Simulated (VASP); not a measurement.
Write the native input for VASP 6.6.1 that does the following.

- Task: single point
- Functional: PBE
- Potentials or basis: VASP PAW PBE potentials, release 64 (Pb_d)
- Cutoff: 520 eV
- k mesh: 12 × 12 × 7
- Occupations: fermi-dirac, width 0.05 eV
- Spin: no spin polarisation
- Dipole correction: no
- Further INCAR settings: ALGO = Normal; EDIFF = 1e-06; NBANDS = 21

The structure of Pb lies in POSCAR:

```
Pb
1.0
    3.4800006906      0.0000000000      0.0000000000
   -1.7400003453      3.0137690032      0.0000000000
    0.0000000000      0.0000000000      5.5900000000
Pb
2
Direct
    0.3333333333      0.6666666667      0.2500000000
    0.6666666667      0.3333333333      0.7500000000
```

The input as run:

INCAR

```
SYSTEM = Pb
ALGO = Normal
EDIFF = 1E-6
ENCUT = 520
GGA = PE
ISIF = 2
ISMEAR = -1
LASPH = .True.
LCHARG = .True.
LELF = .True.
LREAL = .False.
LVHAR = .True.
LWAVE = .False.
NBANDS = 21
NELM = 80
PREC = Accurate
SIGMA = 0.05
```

KPOINTS

```
k-points
0
Gamma
  12 12 7
  0 0 0
```

Potentials or basis: VASP PAW PBE potentials, release 64 (Pb_d).

Launch:

```console
$ cat potpaw_PBE.64/Pb_d/POTCAR > POTCAR
$ mpirun -np 1 vasp_std > vasp.out
```

It gave:

```yaml
Pressure: 3.9 GPa
Band_gap_on_the_k_mesh: zero (band 14 reaches 13.32 eV, above the bottom of band 15 at 5.60 eV)
```

Caveat: spin-orbit coupling is left out, which moves the levels of the heavy elements.

Wall time 60 s on 1 thread of Intel(R) Xeon(R) Platinum 8259CL CPU @ 2.50GHz (Skylake/Cascade Lake), on a shared host, peak memory 0.21 GiB.
